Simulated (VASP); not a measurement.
# SiC (P6_3mc) in VASP: notebook

Runs on SiC. Level: PBEsol. Tasks: relaxation of cell and atoms.

All numbers are computed with VASP 6.6.1; they aren't measurements. Logs are shortened: lines on timing, memory, paths and dates and some standing lists are left out, and cuts for length are marked.

## 1. The cell of the first run

The structure is hexagonal, space group P6_3mc (No. 186). The conventional cell has a = 3.076 Å, b = 3.076 Å, c = 5.048 Å, α = 90.00°, β = 90.00°, γ = 120.00°. Si (site symmetry 3m) has 4 C at 1.88 to 1.90 Å within 2.5 Å. Within 2.5 Å of C (site symmetry 3m) lie 4 Si at 1.88 to 1.90 Å.

## 2. Relaxation of cell and atoms, PBEsol, target pressure 10 GPa, at which the enthalpy is minimised

The input, INCAR:

```
SYSTEM = SiC
ALGO     = Normal         ! electronic algorithm
EDIFF    = 1E-6           ! SCF threshold, eV
EDIFFG   = -0.002         ! ionic threshold
ENCUT    = 600            ! plane-wave cutoff, eV
GGA      = PS             ! functional
IBRION   = 2              ! ionic algorithm
ISIF     = 3              ! what is computed and relaxed
ISMEAR   = 0              ! smearing method
LASPH    = .TRUE.         ! aspherical terms in the spheres
LCHARG   = .FALSE.        ! write CHGCAR
LREAL    = .FALSE.        ! projectors in reciprocal space
LWAVE    = .FALSE.        ! write WAVECAR
NELM     = 100            ! most SCF steps
NSW      = 100            ! ionic steps
PREC     = Accurate       ! precision mode
PSTRESS  = 100.0        
SIGMA    = 0.01           ! smearing width, eV
```

The input, KPOINTS:

```
k-points
0
G
  8 8 6
  0 0 0
```

The input, POSCAR:

```
SiC
1.0
    3.0757704001      0.0000000000      0.0000000000
   -1.5378852001      2.6636953027      0.0000000000
    0.0000000000      0.0000000000      5.0475326534
Si C
2 2
Direct
    0.3333333333      0.6666666667      0.0045934394
    0.6666666667      0.3333333333      0.5045934394
    0.3333333333      0.6666666667      0.3804065606
    0.6666666667      0.3333333333      0.8804065606
```

Potentials or basis: VASP PAW PBE potentials, release 64 (Si, C).

Run with:

```
$ cat potpaw_PBE.64/Si/POTCAR potpaw_PBE.64/C/POTCAR > POTCAR
$ mpirun -np 1 vasp_std > vasp.out
```

OUTCAR:

```text
SYSTEM = SiC
   EDIFF = 1E-6
   EDIFFG = -0.002
   ENCUT = 600
   GGA = PS
   IBRION = 2
   ISIF = 3
   ISMEAR = 0
   LASPH = .TRUE.
   LREAL = .FALSE.
   NELM = 100
   NSW = 100
   PREC = Accurate
   PSTRESS = 100.0

 ion  position               nearest neighbor table
   1  0.333  0.667  0.005-   4 1.88   4 1.88   4 1.88   3 1.90   2 3.09   2 3.09   2 3.09   2 3.09
                             2 3.09   2 3.09
   2  0.667  0.333  0.505-   3 1.88   3 1.88   3 1.88   4 1.90   1 3.09   1 3.09   1 3.09   1 3.09
                             1 3.09   1 3.09
   3  0.333  0.667  0.380-   2 1.88   2 1.88   2 1.88   1 1.90
   4  0.667  0.333  0.880-   1 1.88   1 1.88   1 1.88   2 1.90

  LATTYP: Found a hexagonal cell.
 ALAT       =     3.0757704001
 C/A-ratio  =     1.6410628873

  Lattice vectors:

 A1 = (   3.0757704001,   0.0000000000,   0.0000000000)
 A2 = (  -1.5378852001,   2.6636953027,   0.0000000000)
 A3 = (   0.0000000000,   0.0000000000,   5.0475326534)

Analysis of symmetry for initial positions (statically):
=====================================================================
 Subroutine PRICEL returns:
 Original cell was already a primitive cell.

 Routine SETGRP: Setting up the symmetry group for a
 hexagonal supercell.

 Subroutine GETGRP returns: Found 12 space group operations
 (whereof  6 operations were pure point group operations)
 out of a pool of 24 trial point group operations.

The static configuration has the point symmetry C_3v.
 The point group associated with its full space group is C_6v.

Analysis of symmetry for dynamics (positions and initial velocities):
=====================================================================
 Subroutine PRICEL returns:
 Original cell was already a primitive cell.

 Routine SETGRP: Setting up the symmetry group for a
 hexagonal supercell.

 Subroutine GETGRP returns: Found 12 space group operations
 (whereof  6 operations were pure point group operations)
 out of a pool of 24 trial point group operations.

The dynamic configuration has the point symmetry C_3v.
 The point group associated with its full space group is C_6v.

 Subroutine INISYM returns: Found 12 space group operations
 (whereof  6 operations are pure point group operations),
 and found     1 'primitive' translations

----------------------------------------------------------------------------------------

                                     Primitive cell

  volume of cell :      41.3540

  direct lattice vectors                    reciprocal lattice vectors
     3.075770400  0.000000000  0.000000000     0.325121797  0.187709157  0.000000000
    -1.537885200  2.663695303  0.000000000     0.000000000  0.375418314  0.000000000
     0.000000000  0.000000000  5.047532653     0.000000000  0.000000000  0.198116598

  length of vectors
     3.075770400  3.075770400  5.047532653     0.375418314  0.375418314  0.198116598

  position of ions in fractional coordinates (direct lattice)
     0.333333333  0.666666667  0.004593439
     0.666666667  0.333333333  0.504593439
     0.333333333  0.666666667  0.380406561
     0.666666667  0.333333333  0.880406561

  ion indices of the primitive-cell ions
   primitive index   ion index
                 1           1
                 2           2
                 3           3
                 4           4

----------------------------------------------------------------------------------------

 KPOINTS: k-points

Automatic generation of k-mesh.
 Grid dimensions read from file:
 generate k-points for:    8    8    6

 Generating k-lattice:

  Cartesian coordinates                     Fractional coordinates (reciprocal lattice)
     0.040640225  0.023463645  0.000000000     0.125000000 -0.000000000  0.000000000
     0.000000000  0.046927289  0.000000000     0.000000000  0.125000000  0.000000000
     0.000000000  0.000000000  0.033019433     0.000000000  0.000000000  0.166666667

  Length of vectors
     0.046927289  0.046927289  0.033019433

  Shift w.r.t. Gamma in fractional coordinates (k-lattice)
     0.000000000  0.000000000  0.000000000

 Subroutine IBZKPT returns following result:
 ===========================================

 Found     40 irreducible k-points:

 Following reciprocal coordinates:
            Coordinates               Weight
  0.000000  0.000000  0.000000      1.000000
  0.125000 -0.000000  0.000000      6.000000
  0.250000 -0.000000  0.000000      6.000000
  0.375000  0.000000  0.000000      6.000000
  0.500000 -0.000000  0.000000      3.000000
  0.125000  0.125000  0.000000      6.000000
[... 16 lines left out ...]
  0.250000 -0.000000  0.333333     12.000000
  0.375000  0.000000  0.333333     12.000000
 [... further k-points ...]
   k-points           NKPTS =     40   k-points in BZ     NKDIM =     40   number of bands    NBANDS=     12
   number of dos      NEDOS =    301   number of ions     NIONS =      4
   total plane-waves  NPLWV =  31360
   dimension x,y,z NGX =    28 NGY =   28 NGZ =   40
   dimension x,y,z NGXF=    56 NGYF=   56 NGZF=   80
   ions per type =               2   2
   NGX,Y,Z   is equivalent  to a cutoff of  15.13, 15.13, 13.17 a.u.
   NGXF,Y,Z  is equivalent  to a cutoff of  30.27, 30.27, 26.35 a.u.
 SYSTEM =  SiC
   PREC   = accura    normal or accurate (medium, high low for compatibility)
   ISTART =      0    job   : 0-new  1-cont  2-samecut
   ICHARG =      2    charge: 1-file 2-atom 10-const
   ISPIN  =      1    spin polarized calculation?
   LNONCOLLINEAR =      F non collinear calculations
   LSORBIT =      F    spin-orbit coupling
   LASPH  =      T    aspherical Exc in radial PAW
   ENCUT  =  600.0 eV  44.10 Ry    6.64 a.u.   6.14  6.14 10.08*2*pi/ulx,y,z
   NELM   =    100;   NELMIN=  2; NELMDL= -5     # of ELM steps
   EDIFF  = 0.1E-05   stopping-criterion for ELM
   LREAL  =      F    real-space projection
   EDIFFG = -.2E-02   stopping-criterion for IOM
   NSW    =    100    number of steps for IOM
   IBRION =      2    ionic relax: 0-MD 1-quasi-New 2-CG
   NFREE  =      1    steps in history (QN), initial steepest desc. (CG)
   ISIF   =      3    stress and relaxation
   ISYM   =      2    0-nonsym 1-usesym 2-fastsym
   POTIM  = 0.5000    time-step for ionic-motion
   TEBEG  =    0.0;   TEEND  =   0.0 temperature during run
   PSTRESS=  100.0 pullay stress
   NELECT =      16.0000    total number of electrons
   NUPDOWN=      -1.0000    fix difference up-down
   EMIN   =  10.00;   EMAX   =-10.00  energy-range for DOS
   EFERMI =   0.00;   METHOD = LEGACY
   ISMEAR =     0;   SIGMA  =   0.01  broadening in eV -4-tet -1-fermi 0-gaus
   EFERMI_NEDOS =   21; number of points for ismear=-14 and -15
   IALGO  =     38    algorithm
   IMIX   =      4    mixing-type and parameters
     AMIX     =   0.40;   BMIX     =  1.00
     AMIX_MAG =   1.60;   BMIX_MAG =  1.00
  volume/ion in A,a.u.               =      10.34        69.77
  Fermi-wavevector in a.u.,A,eV,Ry     =   1.192914  2.254280 19.361671  1.423043
  Thomas-Fermi vector in A             =   2.328940
   LORBIT       =      0    0 simple, 1 ext, 2 COOP (PROOUT), +10 PAW based schemes
   GGA     = PS    functional components
   LHFCALC =     F    Hartree Fock is set to
   AEXX    =    0.0000 exact exchange contribution
   IVDW    =     0    specifies the selected vdW correction
   LEPSILON=     F    determine dielectric tensor
   LRPA    =     F    only Hartree local field effects (RPA)
 conjugate gradient relaxation of ions
 non-spin polarized calculation
 Gauss-broadening in eV      SIGMA  =   0.01
  energy-cutoff  :      600.00
  volume of cell :       41.35
 maximum number of plane-waves:      1392
 NGX is ok and might be reduce to    28
   NGX = 13   NGY = 13   NGZ = 21

--------------------------------------- Ionic step        1  -------------------------------------------

 number of electron      16.0000000 magnetization

 Free energy of the ion-electron system (eV)
  ---------------------------------------------------
  ext. energy  EPLUGINS =         0.00000000
  ---------------------------------------------------
  free energy    TOTEN  =       -31.82316515 eV

  energy without entropy =      -31.82316515  energy(sigma->0) =      -31.82316515

------------------------ aborting loop because EDIFF is reached ----------------------------------------

  FORCE on cell =-STRESS in cart. coord.  units (eV):
  Direction    XX          YY          ZZ          XY          YZ          ZX
  --------------------------------------------------------------------------------------
  -------------------------------------------------------------------------------------
  Total        0.0697916      0.0697916      0.0620979     -0.0000000      0.0000000      0.0000000
  in kB        2.7039327      2.7039327      2.4058559     -0.0000000      0.0000000      0.0000000
  external PRESSURE =     -97.3954262 kB  Pullay stress =     100.0000000 kB

 VOLUME and BASIS-vectors are now :
 -----------------------------------------------------------------------------
  energy-cutoff  :      600.00
  volume of cell :       41.35
      direct lattice vectors                 reciprocal lattice vectors
     3.075770400  0.000000000  0.000000000     0.325121797  0.187709157  0.000000000
    -1.537885200  2.663695303  0.000000000     0.000000000  0.375418314  0.000000000
     0.000000000  0.000000000  5.047532653     0.000000000  0.000000000  0.198116598
[... 210 lines left out ...]
  FREE ENERGIE OF THE ION-ELECTRON SYSTEM (eV)
  ---------------------------------------------------
  free  energy   TOTEN  =       -31.7722731454 eV

  energy  without entropy=      -31.7722731454  energy(sigma->0) =      -31.77227315

  enthalpy is  TOTEN    =       -29.2935816193 eV   P V=        2.4786915261

--------------------------------------- Ionic step        7  -------------------------------------------

 number of electron      15.9999999 magnetization

 Free energy of the ion-electron system (eV)
  ---------------------------------------------------
  ext. energy  EPLUGINS =         0.00000000
  ---------------------------------------------------
  free energy    TOTEN  =       -31.77242494 eV

  energy without entropy =      -31.77242494  energy(sigma->0) =      -31.77242494

 E-fermi :   8.7494     XC(G=0): -11.6749

 val. band max:        8.6764727136   @ k =   0.0000   0.0000   0.0000
 cond. band min:      10.9886442183   @ k =   0.3750   0.2500   0.0000
 fundamental gap:      2.3121715047
 Fermi energy:         8.7494208885

 k-point     1 :       0.0000    0.0000    0.0000
  band No.  band energies     occupation
      1      -7.2425      2.00000
      2      -3.4798      2.00000
      3      -0.3241      2.00000
      4       7.3336      2.00000
      5       7.3336      2.00000
      6       8.5634      2.00000
      7       8.6765      2.00000
      8       8.6765      2.00000
      9      13.7553      0.00000
     10      15.2563      0.00000
     11      15.5107      0.00000
     12      15.5107      0.00000

 k-point     2 :       0.1250   -0.0000    0.0000
  band No.  band energies     occupation
      1      -6.9621      2.00000
      2      -3.2418      2.00000
      3      -0.0619      2.00000
      4       5.9172      2.00000
      5       6.8788      2.00000
      6       7.7163      2.00000
      7       8.3706      2.00000
      8       8.5229      2.00000
      9      14.0497      0.00000
     10      15.3116      0.00000
     11      15.8894      0.00000
     12      16.0556      0.00000
[... 316 lines left out ...]
 k-point    24 :       0.3750    0.0000    0.3333
  band No.  band energies     occupation
      1      -4.3410      2.00000
      2      -2.9658      2.00000
      3       0.9187      2.00000
      4       2.2173      2.00000
      5       4.5137      2.00000
      6       5.8825      2.00000
      7       6.8527      2.00000
      8       6.9261      2.00000
      9      11.7972      0.00000
     10      12.6319      0.00000
     11      14.5192      0.00000
     12      16.1026      0.00000

 [... further k-points ...]
[... 5 lines left out ...]
  --------------------------------------------------------------------------------------
  -------------------------------------------------------------------------------------
  Total        2.4789444      2.4789444      2.4741154     -0.0000000      0.0000000      0.0000000
  in kB      100.0040988    100.0040988     99.8092870     -0.0000000      0.0000000      0.0000000
  external PRESSURE =      -0.0608385 kB  Pullay stress =     100.0000000 kB

 VOLUME and BASIS-vectors are now :
 -----------------------------------------------------------------------------
  energy-cutoff  :      600.00
  volume of cell :       39.72
      direct lattice vectors                 reciprocal lattice vectors
     3.034999822 -0.000000000  0.000000000     0.329489311  0.190230742 -0.000000000
    -1.517499911  2.628386946  0.000000000     0.000000000  0.380461485 -0.000000000
    -0.000000000  0.000000000  4.978650065     0.000000000  0.000000000  0.200857660

 POSITION                                       TOTAL-FORCE (eV/Angst)
 -----------------------------------------------------------------------------------
     -0.00000      1.75226      0.02290         0.000000      0.000000      0.000320
      1.51750      0.87613      2.51223        -0.000000      0.000000      0.000320
     -0.00000      1.75226      1.89388        -0.000000     -0.000000     -0.000320
      1.51750      0.87613      4.38320         0.000000     -0.000000     -0.000320
 -----------------------------------------------------------------------------------
    total drift:                               -0.000000      0.000000     -0.000185

  FREE ENERGIE OF THE ION-ELECTRON SYSTEM (eV)
  ---------------------------------------------------
  free  energy   TOTEN  =       -31.7724249447 eV

  energy  without entropy=      -31.7724249447  energy(sigma->0) =      -31.77242494

  enthalpy is  TOTEN    =       -29.2935821161 eV   P V=        2.4788428285

 reached required accuracy - stopping structural energy minimisation
```

It took 35 s on 1 thread of Intel Xeon 6975P-C (Granite Rapids), shared host; peak memory 0.17 GiB.

Results:

```yaml
Free_energy: -31.7724 eV
Relaxed_volume: 9.93 Å³/atom
Relaxed_cell: a = 3.035 Å, b = 3.035 Å, c = 4.979 Å, α = 90.00°, β = 90.00°, γ = 120.00°
Space_group_after_relaxing_to_0.05_Å: P6_3mc (No. 186)
Energy_change_on_relaxing_the_enthalpy_is_what_falls: +12.7 meV/atom
Ionic_steps: 7
Pressure_after_relaxing: 10.0 GPa
Band_gap_on_the_k_mesh: 2.31 eV, indirect (least direct gap 3.93 eV)
```

The path:
| step | energy change (eV) | largest force (eV/Å) | pressure (GPa) | volume (Å³) |
| --- | --- | --- | --- | --- |
| 1 | 0.0000 | 0.0005 | 0.26 | 41.35 |
| 2 | 0.2654 | 0.0156 | 24.83 | 37.71 |
| 3 | 0.0497 | 0.0065 | 9.88 | 39.73 |
| 4 | 0.0517 | 0.0067 | 10.09 | 39.70 |
| 5 | 0.0500 | 0.0134 | 9.91 | 39.73 |
| 6 | 0.0509 | 0.0024 | 10.01 | 39.71 |
| 7 | 0.0507 | 0.0003 | 9.99 | 39.72 |

Final structure:
```
Si C
1.0
     3.03500    0.00000    0.00000
    -1.51750    2.62839    0.00000
     0.00000    0.00000    4.97865
Si C
2 2
Direct
  0.33333 0.66667 0.00460
  0.66667 0.33333 0.50460
  0.33333 0.66667 0.38040
  0.66667 0.33333 0.88040
```

Levels at points of the mesh, in eV from the valence-band top:
```csv
k point,band 5,band 6,band 7,band 8,band 9,band 10,band 11,band 12
"(0.00, 0.00, 0.00)",-1.34,-0.11,0.00,0.00,5.08,6.58,6.83,6.83
"(0.50, 0.00, 0.00)",-5.62,-3.46,-3.43,-1.21,2.72,4.16,7.11,7.20
"(0.00, 0.00, 0.50)",-0.72,-0.72,-0.72,-0.72,6.17,6.17,7.49,7.49
"(0.50, 0.00, 0.50)",-2.52,-2.52,-2.38,-2.38,3.26,3.26,5.34,5.34
```

Caveat: the cell is relaxed towards a set pressure, so the enthalpy falls and the energy may rise; the PAW data sets were made with another functional, which shifts forces and pressure a little.

## 3. Relaxation of cell and atoms, PBEsol, target pressure 15 GPa, at which the enthalpy is minimised

The input, INCAR:

```
PREC = Accurate
ENCUT = 600
EDIFF = 1E-6
ISMEAR = 0
SIGMA = 0.01
LREAL = F
LASPH = T
NELM = 80
ALGO = Normal
ISIF = 3
LWAVE = F
LCHARG = F
GGA = PS
IBRION = 2
NSW = 100
EDIFFG = -0.002
PSTRESS = 150.0
```

The input, KPOINTS:

```
regular mesh
0
Gamma
  8 8 6
```

POSCAR is that of step 2.

Potentials or basis: VASP PAW PBE potentials, release 64 (Si, C).

Run with:

```
$ cat potpaw_PBE.64/Si/POTCAR potpaw_PBE.64/C/POTCAR > POTCAR
$ mpirun -np 1 vasp_std > vasp.out
```

Wall time 50 s (1 thread of Intel Xeon 6975P-C (Granite Rapids), shared host); peak memory 0.18 GiB.

The run converged. Its results:

| Property | Result |
| --- | --- |
| Free energy | -31.7154 eV |
| Relaxed volume | 9.75 Å³/atom |
| Relaxed cell | a = 3.016 Å, b = 3.016 Å, c = 4.947 Å, α = 90.00°, β = 90.00°, γ = 120.00° |
| Space group after relaxing (to 0.05 Å) | P6_3mc (No. 186) |
| Energy change on relaxing (the enthalpy is what falls) | +26.9 meV/atom |
| Ionic steps | 11 |
| Pressure after relaxing | 15.0 GPa |
| Band gap on the k mesh | 2.28 eV, indirect (least direct gap 3.96 eV) |

The path:
```tsv
step	energy change (eV)	largest force (eV/Å)	pressure (GPa)	volume (Å³)
1	0.0000	0.0005	0.26	41.35
2	0.6312	0.0238	41.37	35.92
3	0.1034	0.0097	14.67	39.03
4	0.1076	0.0099	14.99	38.98
5	0.1120	0.0101	15.32	38.94
6	0.1030	0.0222	14.63	39.03
7	0.1079	0.0044	15.01	38.98
8	0.1080	0.0041	15.01	38.98
9	0.1077	0.0016	15.00	38.98
10	0.1077	0.0007	15.00	38.98
11	0.1077	0.0003	15.00	38.98
```

Final structure:
```
Si C
1.0
     3.01632    0.00000    0.00000
    -1.50816    2.61221    0.00000
     0.00000    0.00000    4.94742
Si C
2 2
Direct
  0.33333 0.66667 0.00461
  0.66667 0.33333 0.50461
  0.33333 0.66667 0.38039
  0.66667 0.33333 0.88039
```

Levels at points of the mesh, in eV from the valence-band top:
| k point | band 5 | band 6 | band 7 | band 8 | band 9 | band 10 | band 11 | band 12 |
| --- | --- | --- | --- | --- | --- | --- | --- | --- |
| (0.00, 0.00, 0.00) | -1.35 | -0.11 | 0.00 | 0.00 | 5.24 | 6.77 | 6.95 | 6.95 |
| (0.50, 0.00, 0.00) | -5.69 | -3.52 | -3.47 | -1.21 | 2.75 | 4.18 | 7.25 | 7.27 |
| (0.00, 0.00, 0.50) | -0.73 | -0.73 | -0.73 | -0.73 | 6.33 | 6.33 | 7.59 | 7.59 |
| (0.50, 0.00, 0.50) | -2.54 | -2.54 | -2.40 | -2.40 | 3.29 | 3.29 | 5.42 | 5.42 |

Caveat: the cell is relaxed towards a set pressure, so the enthalpy falls and the energy may rise; the PAW data sets were made with another functional, which shifts forces and pressure a little.
